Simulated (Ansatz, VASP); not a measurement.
## SiGe3 in VASP and in Ansatz

```xyz
4
Lattice="4.0164 0.0000 0.0000 0.0000 4.0164 0.0000 0.0000 0.0000 5.6663" Properties=species:S:1:pos:R:3 pbc="T T T"
Si    2.0082    2.0082    2.8331
Ge    0.0000    0.0000    0.0000
Ge    2.0082    0.0000    4.2129
Ge    0.0000    2.0082    1.4534
```

Alike in both runs: functional PBE; k mesh 6 × 6 × 4; occupations gaussian, width 0.1 eV; no spin polarisation.

Ansatz relaxed the structure, and its values are those at the end. VASP's run is a single point on that final structure, the one shown.

```csv
,VASP,Ansatz
version,VASP 6.6.1,Ansatz 0.2.0
potentials or method,"VASP PAW PBE potentials, release 64 (Si, Ge_d), cutoff 520 eV","scalar-relativistic, plane waves, PAW"
valence electrons in the cell,46,46
```

```tsv
	VASP	Ansatz	Ansatz less VASP
gap on the k mesh at the Fermi level (eV)	0.17	0.17	-0.003
least direct gap on the mesh (eV)	0.42	0.42	-0.004
pressure (GPa)	0.0	0.0	+0.04
```

The functional is the same, so the differences come from potentials, cutoffs and numerics.
